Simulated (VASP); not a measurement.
# MgO (I4mm) in VASP: single point with PBE

Aim: the single point of MgO with PBE.

All numbers are computed with VASP 6.6.1; they aren't measurements. Logs are shortened: lines on timing, memory, paths and dates and some standing lists are left out, and cuts for length are marked.

## (1) The cell of the first run

Symmetry: I4mm, No. 107, tetragonal system. Conventional cell: a = 3.008 Å, b = 3.008 Å, c = 4.254 Å, α = 90.00°, β = 90.00°, γ = 90.00°. Mg (site symmetry 4mm) has 6 O at 1.98 to 2.28 Å within 2.6 Å. Within 2.6 Å of O (site symmetry 4mm) lie 6 Mg at 1.98 to 2.28 Å.

## (2) Single point, PBE, collinear spin, ferromagnetic start

The input, INCAR:

```
PREC = Accurate ; ENCUT = 600
EDIFF = 1E-6 ; ISMEAR = 0
SIGMA = 0.05 ; LREAL = F
LASPH = T ; NELM = 200
ALGO = Normal ; ISIF = 2
LWAVE = F ; LCHARG = F
ISPIN = 2 ; MAGMOM = 2 3
LORBIT = 11 ; GGA = PE
NBANDS = 15 ; GGA_COMPAT = F
```

The input, KPOINTS:

```
regular mesh
0
Gamma
  10 10 10
```

The input, POSCAR:

```
MgO
1.0
    0.0000000000      2.1269229054      2.1269229054
    2.1269229054      0.0000000000      2.1269229054
    2.1269229054      2.1269229054      0.0000000000
Mg O
1 1
Direct
    0.0352622090     -0.0352622090      0.0352622090
    0.5000000000      0.5000000000      0.5000000000
```

Potentials or basis: VASP PAW PBE potentials, release 64 (Mg, O).

The run is started by

```console
> cat potpaw_PBE.64/Mg/POTCAR potpaw_PBE.64/O/POTCAR > POTCAR
> mpirun -np 1 vasp_std > vasp.out
```

OUTCAR:

```text
PREC = Accurate
   ENCUT = 600
   EDIFF = 1E-6
   ISMEAR = 0
   LREAL = F
   LASPH = T
   NELM = 200
   ISIF = 2
   ISPIN = 2
   LORBIT = 11
   GGA = PE

 ion  position               nearest neighbor table
   1  0.035  0.965  0.035-   2 1.98   2 2.13   2 2.13   2 2.13   2 2.13   2 2.28
   2  0.500  0.500  0.500-   1 1.98   1 2.13   1 2.13   1 2.13   1 2.13   1 2.28

  LATTYP: Found a face centered cubic cell.
 ALAT       =     4.2538458108

  Lattice vectors:

 A1 = (   0.0000000000,   2.1269229054,   2.1269229054)
 A2 = (   2.1269229054,   0.0000000000,   2.1269229054)
 A3 = (   2.1269229054,   2.1269229054,   0.0000000000)

Analysis of symmetry for initial positions (statically):
=====================================================================
 Subroutine PRICEL returns:
 Original cell was already a primitive cell.

 Routine SETGRP: Setting up the symmetry group for a
 face centered cubic supercell.

 Subroutine GETGRP returns: Found  8 space group operations
 (whereof  8 operations were pure point group operations)
 out of a pool of 48 trial point group operations.

The static configuration has the point symmetry C_4v.

Analysis of symmetry for dynamics (positions and initial velocities):
=====================================================================
 Subroutine PRICEL returns:
 Original cell was already a primitive cell.

 Routine SETGRP: Setting up the symmetry group for a
 face centered cubic supercell.

 Subroutine GETGRP returns: Found  8 space group operations
 (whereof  8 operations were pure point group operations)
 out of a pool of 48 trial point group operations.

The dynamic configuration has the point symmetry C_4v.

Analysis of structural, dynamic, and magnetic symmetry:
=====================================================================
 Subroutine PRICEL returns:
 Original cell was already a primitive cell.

 Routine SETGRP: Setting up the symmetry group for a
 face centered cubic supercell.

 Subroutine GETGRP returns: Found  8 space group operations
 (whereof  8 operations were pure point group operations)
 out of a pool of 48 trial point group operations.

The overall configuration has the point symmetry C_4v.

 Subroutine INISYM returns: Found  8 space group operations
 (whereof  8 operations are pure point group operations),
 and found     1 'primitive' translations

----------------------------------------------------------------------------------------

                                     Primitive cell

  volume of cell :      19.2436

[... 139 lines left out ...]

 val. band max:        2.9465381857   @ k =   0.0000   0.0000   0.0000
 cond. band min:       7.3867616780   @ k =   0.0000   0.0000   0.0000
 fundamental gap:      4.4402234923
 Fermi energy:         3.1683709084

 spin component 1

 k-point     1 :       0.0000    0.0000    0.0000
  band No.  band energies     occupation
      1     -14.1585      1.00000
      2       2.9163      1.00000
      3       2.9465      1.00000
      4       2.9465      1.00000
      5       7.3870      0.00000
      6      18.6379      0.00000
      7      18.6833      0.00000
      8      18.6833      0.00000
      9      22.3887      0.00000
     10      24.1945      0.00000
     11      24.2443      0.00000
     12      26.5745      0.00000
     13      26.5745      0.00000
     14      26.9094      0.00000
[... 403 lines left out ...]
      4       2.8420      1.00000
      5       8.8240      0.00000
      6      16.2921      0.00000
      7      18.9641      0.00000
      8      19.3062      0.00000
      9      22.0577      0.00000
     10      23.5527      0.00000
     11      25.5675      0.00000
     12      27.7694      0.00000
     13      28.3181      0.00000
     14      29.4631      0.00000
     15      37.6941      0.00000

 [... further k-points ...]

 spin component 2

 k-point     1 :       0.0000    0.0000    0.0000
  band No.  band energies     occupation
      1     -14.1585      1.00000
      2       2.9163      1.00000
      3       2.9465      1.00000
      4       2.9465      1.00000
      5       7.3868      0.00000
      6      18.6377      0.00000
      7      18.6832      0.00000
      8      18.6832      0.00000
      9      22.3885      0.00000
     10      24.1944      0.00000
     11      24.2442      0.00000
     12      26.5741      0.00000
     13      26.5741      0.00000
     14      26.9091      0.00000
[... 403 lines left out ...]
      4       2.8420      1.00000
      5       8.8238      0.00000
      6      16.2919      0.00000
      7      18.9639      0.00000
      8      19.3061      0.00000
      9      22.0575      0.00000
     10      23.5525      0.00000
     11      25.5672      0.00000
     12      27.7692      0.00000
     13      28.3178      0.00000
     14      29.4629      0.00000
     15      37.6942      0.00000

 [... further k-points ...]

------------------------ aborting loop because EDIFF is reached ----------------------------------------

  FORCE on cell =-STRESS in cart. coord.  units (eV):
  Direction    XX          YY          ZZ          XY          YZ          ZX
  --------------------------------------------------------------------------------------
  -------------------------------------------------------------------------------------
  Total       -0.1683829      0.7256864     -0.1683829      0.0000000      0.0000000      0.0000000
  in kB      -14.0192004     60.4191124    -14.0192004      0.0000000      0.0000000      0.0000000
  external PRESSURE =      10.7935705 kB  Pullay stress =       0.0000000 kB

 VOLUME and BASIS-vectors are now :
 -----------------------------------------------------------------------------
  energy-cutoff  :      600.00
  volume of cell :       19.24
      direct lattice vectors                 reciprocal lattice vectors
     0.000000000  2.126922905  2.126922905    -0.235081393  0.235081393  0.235081393
     2.126922905  0.000000000  2.126922905     0.235081393 -0.235081393  0.235081393
     2.126922905  2.126922905  0.000000000     0.235081393  0.235081393 -0.235081393

 POSITION                                       TOTAL-FORCE (eV/Angst)
 -----------------------------------------------------------------------------------
      2.12692      0.15000      2.12692         0.000000     -0.841243      0.000000
      2.12692      2.12692      2.12692         0.000000      0.841243      0.000000
 -----------------------------------------------------------------------------------
    total drift:                                0.000000     -0.000009      0.000000

  FREE ENERGIE OF THE ION-ELECTRON SYSTEM (eV)
  ---------------------------------------------------
  free  energy   TOTEN  =       -11.8563999829 eV

  energy  without entropy=      -11.8563999829  energy(sigma->0) =      -11.85639998

 total charge

# of ion       s       p       d       tot
------------------------------------------
    1        0.148   0.174   0.077   0.398
    2        1.539   3.550   0.000   5.089
--------------------------------------------------
tot          1.687   3.725   0.077   5.488

 magnetization (x)

# of ion       s       p       d       tot
------------------------------------------
    1       -0.000  -0.000   0.000  -0.000
    2       -0.000  -0.000   0.000  -0.000
--------------------------------------------------
tot         -0.000  -0.000   0.000  -0.000
```

OSZICAR:

```text
N       E                     dE             d eps       ncg     rms          rms(c)
DAV:   1     0.263238855538E+02    0.26324E+02   -0.43327E+03  6320   0.511E+02
DAV:   2    -0.706354934105E+01   -0.33387E+02   -0.32126E+02  8269   0.128E+02
DAV:   3    -0.792926736517E+01   -0.86572E+00   -0.86522E+00  7443   0.170E+01
DAV:   4    -0.793144234551E+01   -0.21750E-02   -0.21750E-02  7688   0.962E-01
DAV:   5    -0.793144926125E+01   -0.69157E-05   -0.69157E-05  7464   0.511E-02    0.211E+01
DAV:   6    -0.111377849373E+02   -0.32063E+01   -0.79260E+00  6778   0.122E+01    0.736E+00
DAV:   7    -0.118318998950E+02   -0.69411E+00   -0.18000E-01  6848   0.280E+00    0.225E+00
DAV:   8    -0.118575575315E+02   -0.25658E-01   -0.16575E-02  6995   0.867E-01    0.920E-01
DAV:   9    -0.118559336439E+02    0.16239E-02   -0.11135E-02  6540   0.868E-01    0.255E-01
DAV:  10    -0.118563357598E+02   -0.40212E-03   -0.43265E-04  7156   0.154E-01    0.728E-02
DAV:  11    -0.118563809176E+02   -0.45158E-04   -0.85378E-05  7583   0.559E-02    0.339E-02
DAV:  12    -0.118563974536E+02   -0.16536E-04   -0.31918E-05  7303   0.333E-02    0.113E-02
DAV:  13    -0.118563998668E+02   -0.24132E-05   -0.50373E-06  6995   0.142E-02    0.245E-03
DAV:  14    -0.118563999829E+02   -0.11604E-06   -0.41472E-07  5575   0.504E-03
   1 F= -.11856400E+02 E0= -.11856400E+02  d E =-.158936E-12  mag=    -0.0000
```

stdout:

```text
POSCAR found type information on POSCAR MgO
 POSCAR found :  2 types and       2 ions
 scaLAPACK will be used
 LDA part: xc-table for (Slater+PW92), standard interpolation
 POSCAR, INCAR and KPOINTS ok, starting setup
 FFT: planning ... GRIDC
 FFT: planning ... GRID_SOFT
 FFT: planning ... GRID
 WAVECAR not read
 entering main loop
```

Run time: 64 s. Hardware: 1 thread of Intel Xeon 8259CL, shared host; peak memory 0.19 GiB.

What came out:

```yaml
Free_energy: -11.8564 eV
Pressure: 1.1 GPa
Largest_force: 0.841 eV/Å
Band_gap_on_the_k_mesh: 4.44 eV
Net_moment: 0.00 μB per cell
Valence_electrons_inside_the_program's_atomic_spheres: Mg 0.40; O 5.09
```

Forces in eV/Å, atoms in the order of the input:
```
Mg   0.000 -0.841  0.000
O    0.000  0.841  0.000
```

Stress tensor (GPa, compression positive):
```
-1.40  0.00  0.00
 0.00  6.04  0.00
 0.00  0.00 -1.40
```

Levels at points of the mesh, in eV from the valence-band top:
Spin up:
| k point | band 2 | band 3 | band 4 | band 5 | band 6 | band 7 |
| --- | --- | --- | --- | --- | --- | --- |
| (0.00, 0.00, 0.00) | -0.03 | 0.00 | 0.00 | 4.44 | 15.69 | 15.74 |
| (0.50, 0.00, 0.00) | -4.47 | -0.61 | -0.60 | 7.73 | 12.19 | 16.01 |
| (0.50, 0.50, 0.00) | -3.95 | -1.31 | -1.30 | 9.17 | 9.56 | 12.81 |
| (0.50, 0.00, 0.50) | -3.92 | -1.29 | -1.29 | 9.11 | 9.52 | 12.83 |
Spin down:
| k point | band 1 | band 2 | band 3 | band 4 | band 5 | band 6 | band 7 | band 8 |
| --- | --- | --- | --- | --- | --- | --- | --- | --- |
| (0.00, 0.00, 0.00) | -17.11 | -0.03 | 0.00 | 0.00 | 4.44 | 15.69 | 15.74 | 15.74 |
| (0.50, 0.00, 0.00) | -15.90 | -4.47 | -0.61 | -0.60 | 7.73 | 12.19 | 16.01 | 16.09 |
| (0.50, 0.50, 0.00) | -15.65 | -3.95 | -1.31 | -1.30 | 9.17 | 9.56 | 12.81 | 18.50 |
| (0.50, 0.00, 0.50) | -15.66 | -3.92 | -1.29 | -1.29 | 9.11 | 9.52 | 12.83 | 18.56 |

Caveat: the stress differs along the axes, from -1 to 6 GPa. A hybrid or GW would open this gap; PBE tends to underestimate it.
